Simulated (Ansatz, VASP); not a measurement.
**Two plane-wave programs on Be**

Contents of POSCAR:

```
Be
1.0
    2.2645998697      0.0000000000      0.0000000000
   -1.1322999349      1.9612010165      0.0000000000
    0.0000000000      0.0000000000      3.5612588026
Be
2
Direct
    0.3333333333      0.6666666667      0.2500000000
    0.6666666667      0.3333333333      0.7500000000
```

File INCAR.step1:

```
SYSTEM = Be
PREC     = Accurate       ! precision mode
ENCUT    = 520            ! plane-wave cutoff, eV
ISMEAR   = -1             ! smearing method
SIGMA    = 0.3            ! smearing width, eV
LREAL    = .False.        ! projectors in reciprocal space
LASPH    = .True.         ! aspherical terms in the spheres
NELM     = 80             ! most SCF steps
NBANDS   = 9              ! bands
GGA      = PE             ! functional
ALGO     = Normal         ! electronic algorithm
EDIFF    = 1E-4           ! SCF threshold, eV
LWAVE    = .True.         ! write WAVECAR
LCHARG   = .False.        ! write CHGCAR
```

File INCAR.step2:

```
SYSTEM = Be
PREC     = Accurate       ! precision mode
ENCUT    = 520            ! plane-wave cutoff, eV
EDIFF    = 1E-7           ! SCF threshold, eV
ISMEAR   = -1             ! smearing method
SIGMA    = 0.3            ! smearing width, eV
LREAL    = .False.        ! projectors in reciprocal space
LASPH    = .True.         ! aspherical terms in the spheres
NELM     = 80             ! most SCF steps
ALGO     = Normal         ! electronic algorithm
ISIF     = 2              ! what is computed and relaxed
LWAVE    = .False.        ! write WAVECAR
LCHARG   = .True.         ! write CHGCAR
METAGGA  = R2SCAN         ! meta-GGA
LMIXTAU  = .True.       
LELF     = .True.         ! ELF
LVHAR    = .True.       
NBANDS   = 9              ! bands
ISTART   = 1
```

KPOINTS

```
regular mesh
0
Gamma
  16 16 9
  0 0 0
```

Input for Ansatz:

```yaml
crystal:
  lattice:
    - [2.2645998697, 0.0, 0.0]
    - [-1.1322999349, 1.9612010165, 0.0]
    - [0.0, 0.0, 3.5612588026]
  atoms:
    - { symbol: Be, position: [0.3333333333, 0.6666666667, 0.25] }
    - { symbol: Be, position: [0.6666666667, 0.3333333333, 0.75] }
hamiltonian:
  xc: r2scan
  pseudopotentials:
    kind: paw
    azcp:
      Be: "pseudopotentials/Be.paw.azcp"
basis:
  ecutwfc: 500
  fft_grid_basis: typed
kpoints:
  mp_grid: { grid: [16, 16, 9], shift: [0, 0, 0] }
magnetization:
  spin_polarized: false
scf:
  occupations: { method: fermi_dirac, width: 0.3 }
  lower_state_search: "off"
output:
  stress: true
```

Alike in both runs: task single point; functional r2SCAN; k mesh 16 × 16 × 9; occupations fermi-dirac, width 0.3 eV; no spin polarisation.

|  | VASP | Ansatz |
| --- | --- | --- |
| version | VASP 6.6.1 | Ansatz 0.2.0 |
| potentials or method | VASP PAW PBE potentials, release 64 (Be), cutoff 520 eV | plane waves (500 eV) with PAW, scalar-relativistic |
| valence electrons in the cell | 4 | 4 |

Ansatz gave:

```
pressure (GPa)                                                : 0.2
traceless stress, the component that is largest in VASP (GPa) : 0.33
```

Question: Estimate VASP's values.

Answer: Pressure (GPa): 0.4; traceless stress, the component that is largest in VASP (GPa): 0.39.

VASP's potentials were made for PBE, not for r2SCAN. With one functional, cell and mesh, what is left measures potentials, basis and numerics.
